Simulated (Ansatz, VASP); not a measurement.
**One calculation of ZnS3, two programs**

```
CELL_PARAMETERS angstrom
-2.81848 2.81848 2.81848
2.81848 -2.81848 2.81848
2.81848 2.81848 -2.81848
ATOMIC_POSITIONS crystal
Zn 0.00000 0.00000 0.00000
S 0.00000 0.50000 0.50000
S 0.50000 0.00000 0.50000
S 0.50000 0.50000 0.00000
```

Alike in both runs: task single point; functional PBE; k mesh 4 × 4 × 4; occupations gaussian, width 0.1 eV; no spin polarisation.

|  | VASP | Ansatz |
| --- | --- | --- |
| version | VASP 6.6.1 | Ansatz 0.2.0 |
| potentials or method | VASP PAW PBE potentials, release 64 (Zn, S), cutoff 520 eV | scalar-relativistic, plane waves, PAW |
| valence electrons in the cell | 30 | 30 |

|  | VASP | Ansatz | Ansatz less VASP |
| --- | --- | --- | --- |
| gap on the k mesh at the Fermi level (eV) | none | none | - |
| pressure (GPa) | -12.5 | -12.5 | +0.01 |

A gap of «none» marks a metal or a gap that the smearing closes. With one functional, cell and mesh, what is left measures potentials, basis and numerics.

The k mesh is coarse, so the values compare programs but aren't converged.
